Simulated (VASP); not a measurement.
A run of VASP 6.6.1 is set up as follows.

File INCAR:

```
PREC = Accurate
ENCUT = 520
EDIFF = 1E-8
ISMEAR = 0
SIGMA = 0.01
LREAL = F
LASPH = T
NELM = 80
ALGO = Normal
ISIF = 2
LWAVE = F
LCHARG = F
GGA = PS
IBRION = 8
NSW = 1
```

File KPOINTS:

```
regular mesh
0
Gamma
  8 8 8
```

Contents of POSCAR:

```
LiCl
1.0
    0.0000000000      2.5440003122      2.5440003122
    2.5440003122      0.0000000000      2.5440003122
    2.5440003122      2.5440003122      0.0000000000
Li Cl
1 1
Direct
    0.0000000000      0.0000000000      0.0000000000
    0.5000000000      0.5000000000      0.5000000000
```

Potentials or basis: VASP PAW PBE potentials, release 64 (Li_sv, Cl).

The run is started by

```console
$ cat potpaw_PBE.64/Li_sv/POTCAR potpaw_PBE.64/Cl/POTCAR > POTCAR
$ mpirun -np 1 vasp_std > vasp.out
```

(1) Estimate the highest phonon frequency at Γ, LO-TO splitting left out.

Results:

(1) 197 cm⁻¹.
